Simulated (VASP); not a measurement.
Runs of VASP 6.6.1 on HfSnSe4. The structure is that of space group P4/mmm (No. 123), or close to it. The cells are those of the table. 

```csv
task,cell,k mesh,cutoff (eV),gap on the mesh (eV),pressure (GPa),largest force (eV/Å)
relaxation of cell and atoms,"relaxed from a = 4.578, b = 4.578, c = 6.570 Å, 6 atoms",4 × 4 × 4,600,none,0.0,0.01
single point,"a = 4.578, b = 4.578, c = 6.570 Å, 6 atoms",4 × 4 × 4,520,none,6.3,(a)
single point,"a = 4.726, b = 4.726, c = 6.746 Å, 6 atoms",4 × 4 × 4,520,none,-0.2,0.01
single point,"a = 4.639, b = 4.639, c = 7.048 Å, 6 atoms",8 × 8 × 6,520,none,-0.2,0.03
```

Alike in all rows: level PBE; potentials or basis VASP PAW PBE potentials, release 64 (Hf_pv, Sn_d, Se); no spin polarisation; smearing gaussian 0.1 eV.

**Question.** Estimate the missing entries.

**Answer.** (a) 2.22.

Caveats: spin-orbit coupling is left out, which moves the levels of the heavy elements; forces of over 1 eV/Å act on the atoms, so gaps and moduli don't describe the material at rest (some runs).

A k mesh can miss the band edges, and the runs leave out spin-orbit coupling on Hf, Se, Sn.

A gap of «none» marks levels without a gap at the run's occupations.
